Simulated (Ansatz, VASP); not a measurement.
## C in VASP and in Ansatz

```
C
1.0
     0.00000    1.48490    1.48490
     1.48490    0.00000    1.48490
     1.48490    1.48490    0.00000
C
1
Cartesian
  0.0000 0.0000 0.0000
```

Alike in both runs: task single point; functional revPBE; k mesh 20 × 20 × 20; occupations fermi-dirac, width 0.1 eV; no spin polarisation.

```csv
,VASP,Ansatz
version,VASP 6.6.1,Ansatz 0.2.0
potentials or method,"VASP PAW PBE potentials, release 64 (C), cutoff 520 eV","plane waves (420 eV) with PAW, scalar-relativistic"
valence electrons in the cell,4,4
```

VASP gave:

- pressure (GPa): 23.5

Problem. What did Ansatz give for the same quantities?

Solution. Pressure (GPa): 23.4.

VASP's potentials were made for PBE, not for revPBE. The functional is the same, so the differences come from potentials, cutoffs and numerics.
